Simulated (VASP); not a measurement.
# Lu (P6_3/mmc) in VASP: single point with PBEsol

Aim: the single point of Lu with PBEsol.

Program: VASP 6.6.1. These are calculated values, not measurements. Logs are shortened: lines on timing, memory, paths and dates and some standing lists are left out, and cuts for length are marked.

**1. The cell of the first run**

Symmetry: P6_3/mmc, No. 194, hexagonal system. Conventional cell: a = 3.443 Å, b = 3.443 Å, c = 5.351 Å, α = 90.00°, β = 90.00°, γ = 120.00°. Within 4.4 Å of Lu (site symmetry -6m2) lie 12 Lu at 3.33 to 3.44 Å.

**2. Single point, PBEsol**

File POSCAR:

```
Lu
1.0
    3.4432128283      0.0000000000      0.0000000000
   -1.7216064141      2.9819097799      0.0000000000
    0.0000000000      0.0000000000      5.3507725556
Lu
2
Direct
    0.3333333333      0.6666666667      0.7500000000
    0.6666666667      0.3333333333      0.2500000000
```

File INCAR.step1:

```
  PREC = Accurate
  ENCUT = 520
  EDIFF = 1E-6
  ISMEAR = 0
  SIGMA = 0.05
  LREAL = F
  LASPH = T
  NELM = 80
  ALGO = Normal
  ISIF = 2
  LWAVE = F
  LCHARG = T
  GGA = PS
  NBANDS = 32
```

File KPOINTS.step1:

```
regular mesh
0
Gamma
  14 14 8
```

File INCAR.step2:

```
  PREC = Accurate
  ENCUT = 520
  EDIFF = 1E-6
  ISMEAR = -5
  SIGMA = 0.05
  LREAL = F
  LASPH = T
  NELM = 80
  ALGO = Normal
  ISIF = 2
  LWAVE = F
  LCHARG = F
  GGA = PS
  LORBIT = 10
  NBANDS = 32
  NEDOS = 1001
  ICHARG = 11
```

File KPOINTS.step2:

```
regular mesh
0
Gamma
  21 21 12
```

Potentials or basis: VASP PAW PBE potentials, release 64 (Lu).

The run is started by

```bash
> cat potpaw_PBE.64/Lu/POTCAR > POTCAR
> cp INCAR.step1 INCAR
> cp KPOINTS.step1 KPOINTS
> mpirun -np 1 vasp_std > vasp.out
> cp INCAR.step2 INCAR
> cp KPOINTS.step2 KPOINTS
> mpirun -np 1 vasp_std > vasp.out
```

OUTCAR:

```text
PREC = Accurate
   ENCUT = 520
   EDIFF = 1E-6
   ISMEAR = -5
   LREAL = F
   LASPH = T
   NELM = 80
   ISIF = 2
   GGA = PS
   LORBIT = 10
   ICHARG = 11

 ion  position               nearest neighbor table
   1  0.333  0.667  0.750-   2 3.33   2 3.33   2 3.33   2 3.33   2 3.33   2 3.33
   2  0.667  0.333  0.250-   1 3.33   1 3.33   1 3.33   1 3.33   1 3.33   1 3.33

  LATTYP: Found a hexagonal cell.
 ALAT       =     3.4432128283
 C/A-ratio  =     1.5540057564

  Lattice vectors:

 A1 = (   3.4432128283,   0.0000000000,   0.0000000000)
 A2 = (  -1.7216064141,   2.9819097799,   0.0000000000)
 A3 = (   0.0000000000,   0.0000000000,   5.3507725556)

Analysis of symmetry for initial positions (statically):
=====================================================================
 Subroutine PRICEL returns:
 Original cell was already a primitive cell.

 Routine SETGRP: Setting up the symmetry group for a
 hexagonal supercell.

 Subroutine GETGRP returns: Found 24 space group operations
 (whereof 12 operations were pure point group operations)
 out of a pool of 24 trial point group operations.

The static configuration has the point symmetry D_3d.
 The point group associated with its full space group is D_6h.

Analysis of symmetry for dynamics (positions and initial velocities):
=====================================================================
 Subroutine PRICEL returns:
 Original cell was already a primitive cell.

 Routine SETGRP: Setting up the symmetry group for a
 hexagonal supercell.

 Subroutine GETGRP returns: Found 24 space group operations
 (whereof 12 operations were pure point group operations)
 out of a pool of 24 trial point group operations.

The dynamic configuration has the point symmetry D_3d.
 The point group associated with its full space group is D_6h.

 Subroutine INISYM returns: Found 24 space group operations
 (whereof 12 operations are pure point group operations),
 and found     1 'primitive' translations

----------------------------------------------------------------------------------------

                                     Primitive cell

  volume of cell :      54.9383

  direct lattice vectors                    reciprocal lattice vectors
     3.443212828  0.000000000  0.000000000     0.290426427  0.167677776  0.000000000
    -1.721606414  2.981909780  0.000000000     0.000000000  0.335355552  0.000000000
     0.000000000  0.000000000  5.350772556     0.000000000  0.000000000  0.186888901

  length of vectors
     3.443212828  3.443212828  5.350772556     0.335355552  0.335355552  0.186888901

  position of ions in fractional coordinates (direct lattice)
     0.333333333  0.666666667  0.750000000
     0.666666667  0.333333333  0.250000000

  ion indices of the primitive-cell ions
   primitive index   ion index
                 1           1
                 2           2

----------------------------------------------------------------------------------------

 KPOINTS: regular mesh

Automatic generation of k-mesh.
 Grid dimensions read from file:
 generate k-points for:   21   21   12

 Generating k-lattice:

  Cartesian coordinates                     Fractional coordinates (reciprocal lattice)
     0.013829830  0.007984656  0.000000000     0.047619048  0.000000000  0.000000000
     0.000000000  0.015969312  0.000000000     0.000000000  0.047619048  0.000000000
     0.000000000  0.000000000  0.015574075     0.000000000  0.000000000  0.083333333

  Length of vectors
     0.015969312  0.015969312  0.015574075

  Shift w.r.t. Gamma in fractional coordinates (k-lattice)
     0.000000000  0.000000000  0.000000000

 TETIRR: Found   5376 inequivalent tetrahedra from    31752

 Subroutine IBZKPT returns following result:
 ===========================================

 Found    336 irreducible k-points:

 Following reciprocal coordinates:
            Coordinates               Weight
  0.000000  0.000000  0.000000      1.000000
  0.047619 -0.000000  0.000000      6.000000
  0.095238 -0.000000  0.000000      6.000000
  0.142857 -0.000000  0.000000      6.000000
  0.190476 -0.000000  0.000000      6.000000
  0.238095  0.000000  0.000000      6.000000
[... 16 lines left out ...]
  0.142857  0.095238  0.000000     12.000000
  0.190476  0.095238  0.000000     12.000000
 [... further k-points ...]
   k-points           NKPTS =    336   k-points in BZ     NKDIM =    336   number of bands    NBANDS=     32
   number of dos      NEDOS =   1001   number of ions     NIONS =      2
   total plane-waves  NPLWV =  31360
   dimension x,y,z NGX =    28 NGY =   28 NGZ =   40
   dimension x,y,z NGXF=    56 NGYF=   56 NGZF=   80
   ions per type =               2
   NGX,Y,Z   is equivalent  to a cutoff of  13.52, 13.52, 12.43 a.u.
   NGXF,Y,Z  is equivalent  to a cutoff of  27.04, 27.04, 24.86 a.u.
 SYSTEM =  unknown system
   PREC   = accura    normal or accurate (medium, high low for compatibility)
   ISTART =      0    job   : 0-new  1-cont  2-samecut
   ICHARG =     11    charge: 1-file 2-atom 10-const
   ISPIN  =      1    spin polarized calculation?
   LNONCOLLINEAR =      F non collinear calculations
   LSORBIT =      F    spin-orbit coupling
   LASPH  =      T    aspherical Exc in radial PAW
   ENCUT  =  520.0 eV  38.22 Ry    6.18 a.u.   6.40  6.40  9.95*2*pi/ulx,y,z
   NELM   =     80;   NELMIN=  2; NELMDL=  0     # of ELM steps
   EDIFF  = 0.1E-05   stopping-criterion for ELM
   LREAL  =      F    real-space projection
   EDIFFG = 0.1E-04   stopping-criterion for IOM
   NSW    =      0    number of steps for IOM
   IBRION =     -1    ionic relax: 0-MD 1-quasi-New 2-CG
   NFREE  =      0    steps in history (QN), initial steepest desc. (CG)
   ISIF   =      2    stress and relaxation
   ISYM   =      2    0-nonsym 1-usesym 2-fastsym
   POTIM  = 0.5000    time-step for ionic-motion
   TEBEG  =    0.0;   TEEND  =   0.0 temperature during run
   PSTRESS=    0.0 pullay stress
   NELECT =      50.0000    total number of electrons
   NUPDOWN=      -1.0000    fix difference up-down
   EMIN   =  10.00;   EMAX   =-10.00  energy-range for DOS
   EFERMI =   0.00;   METHOD = LEGACY
   ISMEAR =    -5;   SIGMA  =   0.05  broadening in eV -4-tet -1-fermi 0-gaus
   EFERMI_NEDOS =   21; number of points for ismear=-14 and -15
   IALGO  =     38    algorithm
   IMIX   =      4    mixing-type and parameters
     AMIX     =   0.40;   BMIX     =  1.00
     AMIX_MAG =   1.60;   BMIX_MAG =  1.00
  volume/ion in A,a.u.               =      27.47       185.37
  Fermi-wavevector in a.u.,A,eV,Ry     =   1.586499  2.998049 34.245592  2.516980
  Thomas-Fermi vector in A             =   2.685801
   LORBIT       =     10    0 simple, 1 ext, 2 COOP (PROOUT), +10 PAW based schemes
   GGA     = PS    functional components
   LHFCALC =     F    Hartree Fock is set to
   AEXX    =    0.0000 exact exchange contribution
   IVDW    =     0    specifies the selected vdW correction
   LEPSILON=     F    determine dielectric tensor
   LRPA    =     F    only Hartree local field effects (RPA)
 non-spin polarized calculation
 Fermi weights with tetrahedron method with Bloechl corrections
  energy-cutoff  :      520.00
  volume of cell :       54.94
 maximum number of plane-waves:      1500
 NGX is ok and might be reduce to    28

 number of electron      50.0000018 magnetization

 Free energy of the ion-electron system (eV)
  ---------------------------------------------------
  ext. energy  EPLUGINS =         0.00000000
  ---------------------------------------------------
  free energy    TOTEN  =        -9.90197952 eV

  energy without entropy =       -9.90197952  energy(sigma->0) =       -9.90197952

 E-fermi :   2.3054     XC(G=0): -11.0609

 val. band max:        2.3218896750   @ k =   0.3333   0.2381   0.3333
 cond. band min:       2.2947520741   @ k =   0.2857   0.2857   0.5000
 fundamental gap:     -0.0271376009
 Fermi energy:         2.3053561445

 k-point     1 :       0.0000    0.0000    0.0000
  band No.  band energies     occupation
      1     -53.7454      2.00000
      2     -53.6974      2.00000
      3     -24.7653      2.00000
      4     -24.2404      2.00000
      5     -24.2404      2.00000
      6     -24.1351      2.00000
[... 24 lines left out ...]
     31       5.8246      0.00000
     32       5.8246      0.00000

 k-point     2 :       0.0476   -0.0000    0.0000
  band No.  band energies     occupation
      1     -53.7448      2.00000
      2     -53.6972      2.00000
      3     -24.7608      2.00000
      4     -24.2492      2.00000
      5     -24.2435      2.00000
      6     -24.1445      2.00000
[... 24 lines left out ...]
     31       5.7341      0.00000
     32       5.7617      0.00000

 k-point     3 :       0.0952   -0.0000    0.0000
  band No.  band energies     occupation
      1     -53.7427      2.00000
      2     -53.6965      2.00000
      3     -24.7476      2.00000
      4     -24.2749      2.00000
      5     -24.2525      2.00000
      6     -24.1718      2.00000
[... 24 lines left out ...]
     31       5.5235      0.00000
     32       5.5940      0.00000

 k-point     4 :       0.1429   -0.0000    0.0000
  band No.  band energies     occupation
      1     -53.7395      2.00000
      2     -53.6956      2.00000
      3     -24.7262      2.00000
      4     -24.3152      2.00000
      5     -24.2662      2.00000
      6     -24.2138      2.00000
[... 654 lines left out ...]
     31       5.6883      0.00000
     32       6.0473      0.00000

 k-point    23 :       0.1429    0.0952    0.0000
  band No.  band energies     occupation
      1     -53.7335      2.00000
      2     -53.6941      2.00000
      3     -24.6857      2.00000
      4     -24.3728      2.00000
      5     -24.3297      2.00000
      6     -24.2518      2.00000
[... 24 lines left out ...]
     31       5.9231      0.00000
     32       6.4463      0.00000

 k-point    24 :       0.1905    0.0952    0.0000
  band No.  band energies     occupation
      1     -53.7288      2.00000
      2     -53.6932      2.00000
      3     -24.6518      2.00000
      4     -24.4252      2.00000
      5     -24.3704      2.00000
      6     -24.2830      2.00000
[... 24 lines left out ...]
     31       6.2377      0.00000
     32       6.9120      0.00000

 [... further k-points ...]

------------------------ aborting loop because EDIFF is reached ----------------------------------------

  FORCE on cell =-STRESS in cart. coord.  units (eV):
  Direction    XX          YY          ZZ          XY          YZ          ZX
  --------------------------------------------------------------------------------------
  -------------------------------------------------------------------------------------
  Total        0.0670108      0.0670108     -0.0512238      0.0000000      0.0000000     -0.0000000
  in kB        1.9542512      1.9542512     -1.4938507      0.0000000      0.0000000     -0.0000000
  external PRESSURE =       0.8048839 kB  Pullay stress =       0.0000000 kB

 VOLUME and BASIS-vectors are now :
 -----------------------------------------------------------------------------
  energy-cutoff  :      520.00
  volume of cell :       54.94
      direct lattice vectors                 reciprocal lattice vectors
     3.443212828  0.000000000  0.000000000     0.290426427  0.167677776  0.000000000
    -1.721606414  2.981909780  0.000000000     0.000000000  0.335355552  0.000000000
     0.000000000  0.000000000  5.350772556     0.000000000  0.000000000  0.186888901

 POSITION                                       TOTAL-FORCE (eV/Angst)
 -----------------------------------------------------------------------------------
     -0.00000      1.98794      4.01308         0.000000     -0.000000      0.000000
      1.72161      0.99397      1.33769         0.000000      0.000000      0.000000
 -----------------------------------------------------------------------------------
    total drift:                                0.000000     -0.000000      0.000000

  FREE ENERGIE OF THE ION-ELECTRON SYSTEM (eV)
  ---------------------------------------------------
  free  energy   TOTEN  =        -9.9019795158 eV

  energy  without entropy=       -9.9019795158  energy(sigma->0) =       -9.90197952

 total charge

# of ion       s       p       d       f       tot
--------------------------------------------------
    1        2.370   6.050   0.844  13.951  23.216
    2        2.370   6.050   0.844  13.951  23.216
--------------------------------------------------
tot          4.740  12.100   1.688  27.903  46.431
```

Run time: 13 min. Hardware: 1 thread of Intel Xeon 8259CL, shared host; peak memory 0.55 GiB.

What came out:

```
Valence electrons inside the program's atomic spheres : Lu 23.22
```

Caveat: the PAW data sets were made with another functional, which shifts forces and pressure a little; spin-orbit coupling is left out, which moves the levels of the heavy elements.
